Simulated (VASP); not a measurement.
A run of VASP 6.6.1 is set up as follows.

INCAR

```
SYSTEM = TiRh
  ALGO = Normal
  EDIFF = 1E-6
  ENCUT = 520
  GGA = PS
  ISIF = 2
  ISMEAR = -1
  LASPH = .True.
  LCHARG = .False.
  LREAL = .False.
  LWAVE = .False.
  NBANDS = 20
  NELM = 60
  PREC = Accurate
  SIGMA = 0.15
```

KPOINTS

```
k-points
0
Gamma
  8 8 7
  0 0 0
```

POSCAR

```
TiRh
1.0
    2.9880000000      0.0000000000      0.0000000000
    0.0000000000      2.9880000000      0.0000000000
    0.0000000000      0.0000000000      3.3500000000
Ti Rh
1 1
Direct
    0.5000000000      0.5000000000      0.5000000000
    0.0000000000      0.0000000000      0.0000000000
```

Potentials or basis: VASP PAW PBE potentials, release 64 (Ti_sv, Rh_pv).

The run is started by

```console
$ cat potpaw_PBE.64/Ti_sv/POTCAR potpaw_PBE.64/Rh_pv/POTCAR > POTCAR
$ mpirun -np 1 vasp_std > vasp.out
```

(1) Predict the pressure.

Results:

(1) -6.4 GPa.

Caveat: the PAW data sets were made with another functional, which shifts forces and pressure a little.
